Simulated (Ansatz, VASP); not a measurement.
Two plane-wave programs on Re

```xyz
1
Lattice="-1.4932 1.4932 1.4932 1.4932 -1.4932 1.4932 1.4932 1.4932 -1.4932" Properties=species:S:1:pos:R:3 pbc="T T T"
Re    0.0000    0.0000    0.0000
```

Change from the starting cell: volume scaled by 0.92, PAW files.

Alike in both runs: task single point; functional LDA; k mesh 19 × 19 × 19; occupations fermi-dirac, width 0.1 eV; no spin polarisation.

|  | VASP | Ansatz |
| --- | --- | --- |
| version | VASP 6.6.1 | Ansatz 0.2.0 |
| potentials or method | VASP PAW LDA potentials, release 64 (Re_sv_GW) | PAW with Ansatz's default frozen-core files, scalar-relativistic |
| plane-wave cutoff (eV) | 560 | 420 |
| valence electrons in the cell | 15 | 15 |

```csv
,VASP,Ansatz,Ansatz less VASP
pressure (GPa),39.9,39.6,-0.34
```

LDA's correlation is that of Perdew and Zunger in VASP and of Perdew and Wang (1992) in Ansatz. Both programs put the cell under a high pressure, so it lies far from rest at this level.

Neither program's run includes spin-orbit coupling.
